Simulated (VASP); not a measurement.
A run of VASP 6.6.1 is set up as follows.

INCAR

```
ALGO = Fast
EDIFF = 1E-6
ENCUT = 520
ISIF = 2
ISMEAR = 0
ISPIN = 2
LASPH = T
LCHARG = F
LMAXMIX = 4
LORBIT = 11
LREAL = F
LWAVE = F
MAGMOM = 1.65 1.65
NBANDS = 20
NELM = 150
NUPDOWN = 3.3
PREC = Accurate
SIGMA = 0.15
```

The input KPOINTS:

```
k-points
0
Gamma
  24 24 12
```

File POSCAR:

```
Co
1.0
    2.3593161362      0.0000000000      0.0000000000
   -1.1796580681      2.0432277095      0.0000000000
    0.0000000000      0.0000000000      3.8057344492
Co
2
Direct
    0.6666666667      0.3333333333      0.2500000000
    0.3333333333      0.6666666667      0.7500000000
```

Potentials or basis: VASP PAW LDA potentials, release 64 (Co).

The run is started by

```sh
$ cat potpaw_LDA.64/Co/POTCAR > POTCAR
$ mpirun -np 1 vasp_std > vasp.out
```

What does it give for the pressure?

32.9 GPa.

Stress tensor (GPa, compression positive):
```
32.17  0.00  0.00
 0.00 32.17  0.00
 0.00  0.00 34.35
```

Caveat: the total moment is fixed, so each spin has its own Fermi level.
